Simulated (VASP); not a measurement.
Crystal: Ga3Cl.

```
Ga Cl
1.0
     0.00000    3.97179    0.00000
     3.97179    0.00000    0.00000
     1.98590    1.98590   -4.57777
Ga Cl
3 1
Cartesian
  1.9859 1.9859 0.0000
  1.9859 3.9718 -2.2889
  3.9718 1.9859 -2.2889
  0.0000 0.0000 0.0000
```

| Quantity | Value |
| --- | --- |
| Program | VASP 6.6.1 |
| Task | relaxation of cell and atoms |
| Functional | PBE |
| Potentials or basis | VASP PAW PBE potentials, release 64 (Ga_d, Cl) |
| Cutoff | 600 eV |
| k mesh | 5 × 5 × 5 |
| Occupations | methfessel-paxton, width 0.2427 eV |
| Spin | no spin polarisation |

At the start: pressure 11.2 GPa; volume 18.05 Å³/atom.

Question: How do energy, volume and symmetry change on relaxing?

Answer: Over 11 steps the energy falls by 144.8 meV/atom and the volume is 23.01 Å³/atom (+27.4 %); space group I4/mmm (No. 139, to 0.05 Å).

Step by step:
| step | energy change (eV) | largest force (eV/Å) | pressure (GPa) | volume (Å³) |
| --- | --- | --- | --- | --- |
| 1 | 0.0000 | 0.0000 | 11.18 | 72.21 |
| 2 | -0.4876 | 0.0000 | 1.28 | 86.19 |
| 3 | -0.5034 | 0.0000 | -0.01 | 89.89 |
| 4 | -0.5032 | 0.0000 | -0.15 | 90.27 |
| 5 | -0.5121 | 0.0000 | -0.17 | 90.38 |
| 6 | -0.5393 | 0.0000 | -0.05 | 90.66 |
| 7 | -0.5779 | 0.0000 | 0.33 | 90.94 |
| 8 | -0.5779 | 0.0000 | 0.37 | 90.94 |
| 9 | -0.5780 | 0.0000 | 0.34 | 90.94 |
| 10 | -0.5783 | 0.0000 | -0.28 | 92.97 |
| 11 | -0.5791 | 0.0000 | 0.01 | 92.03 |

Final structure:
```
Ga Cl
1.0
     0.00000    4.10539    0.00000
     4.10539    0.00000    0.00000
     2.05269    2.05269   -5.46063
Ga Cl
3 1
Direct
  0.50000 0.50000 0.00000
  0.75000 0.25000 0.50000
  0.25000 0.75000 0.50000
  0.00000 0.00000 0.00000
```

Caveat: the volume moved by over 15 % at a fixed basis, so the end points are rough.
